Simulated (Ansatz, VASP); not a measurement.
## One calculation of WSe2, two programs

The input POSCAR:

```
WSe2
1.0
    3.3143636060      0.0000000000      0.0000000000
   -1.6571818030      2.9564327726      0.0000000000
    0.0000000000      0.0000000000     16.6586759938
W Se
1 2
Direct
    0.0000000000      0.0000000000      0.0000000000
    0.3333333333      0.6666666667      0.0997031696
    0.3333333333      0.6666666667      0.9002968304
```

The input INCAR.step1:

```
PREC = Accurate
ENCUT = 520
ISMEAR = 0
SIGMA = 0.05
LREAL = F
LASPH = T
NELM = 100
NBANDS = 20
GGA = PE
ALGO = Normal
EDIFF = 1E-4
LWAVE = T
LCHARG = F
```

Contents of INCAR.step2:

```
PREC = Accurate
ENCUT = 520
EDIFF = 1E-6
ISMEAR = 0
SIGMA = 0.05
LREAL = F
LASPH = T
NELM = 100
ALGO = Normal
ISIF = 2
LWAVE = F
LCHARG = T
METAGGA = R2SCAN
LMIXTAU = T
LELF = T
LVHAR = T
NBANDS = 20
ISTART = 1
```

File KPOINTS:

```
regular mesh
0
Gamma
  12 12 2
```

Input for Ansatz:

```yaml
crystal:
  lattice:
    - [3.314363606, 0.0, 0.0]
    - [-1.657181803, 2.9564327726, 0.0]
    - [0.0, 0.0, 16.6586759938]
  atoms:
    - { symbol: W, position: [0.0, 0.0, 0.0] }
    - { symbol: Se, position: [0.3333333333, 0.6666666667, 0.0997031696] }
    - { symbol: Se, position: [0.3333333333, 0.6666666667, 0.9002968304] }
basis:
  ecutwfc: 500
kpoints:
  mp_grid: { grid: [12, 12, 2] }
hamiltonian:
  xc: r2scan
scf:
  occupations: { method: gaussian, width: 0.05 }
output:
  forces: true
  stress: true
  eigenvalues: true
```

Change from the starting cell: strain +0.0300 x Voigt [0, 1, 0, 0, 0, 0], atoms carried along.

Alike in both runs: task single point; functional r2SCAN; k mesh 12 × 12 × 2; occupations gaussian, width 0.05 eV; no spin polarisation.

```csv
,VASP,Ansatz
version,VASP 6.6.1,Ansatz 0.2.0
potentials or method,"VASP PAW PBE potentials, release 64 (W_sv, Se), cutoff 520 eV","scalar-relativistic, plane waves, PAW"
valence electrons in the cell,26,46
```

|  | VASP | Ansatz | Ansatz less VASP |
| --- | --- | --- | --- |
| gap on the k mesh at the Fermi level (eV) | 1.49 | 1.49 | +0.001 |
| least direct gap on the mesh (eV) | 1.49 | 1.49 | +0.001 |
| rms of the force components (eV/Å) | 0.140 | 0.156 | +0.0161 |

VASP's potentials were made for PBE, not for r2SCAN. Atom by atom the forces differ by 0.018 eV/Å (rms over components). VASP's potentials hold 26 valence electrons a cell and Ansatz's 46, so a difference there can come from the potentials and not from the codes.

Spin-orbit coupling is off throughout.
